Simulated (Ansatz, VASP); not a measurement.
One calculation of Ga4O, two programs

```
Ga O
1.0
     6.21177    0.00000    0.00000
    -3.10588    5.37955    0.00000
     0.00000    0.00000    2.67356
Ga O
4 1
Direct
  0.16480 0.83520 0.50000
  0.16480 0.32959 0.50000
  0.67041 0.83520 0.50000
  0.66667 0.33333 0.50000
  0.33333 0.66667 0.00000
```

Alike in both runs: functional PBE; k mesh 3 × 3 × 6; occupations gaussian, width 0.1 eV; no spin polarisation.

Ansatz relaxed the structure, and its values are those at the end. VASP's run is a single point on that final structure, the one shown.

|  | VASP | Ansatz |
| --- | --- | --- |
| version | VASP 6.6.1 | Ansatz 0.2.0 |
| potentials or method | VASP PAW PBE potentials, release 64 (Ga_d, O), cutoff 520 eV | scalar-relativistic, plane waves, PAW |
| valence electrons in the cell | 58 | 58 |

VASP gave:

| Quantity | Value |
| --- | --- |
| gap on the k mesh at the Fermi level (eV) | none |
| pressure (GPa) | 0.2 |
| rms of the force components (eV/Å) | 0.013 |

Problem. Which values does Ansatz return?

Solution. gap on the k mesh at the Fermi level (eV): none; pressure (GPa): 0.0; rms of the force components (eV/Å): 0.001.

A gap of «none» marks a metal or a gap that the smearing closes.

The k mesh is coarse, so the values compare programs but aren't converged.
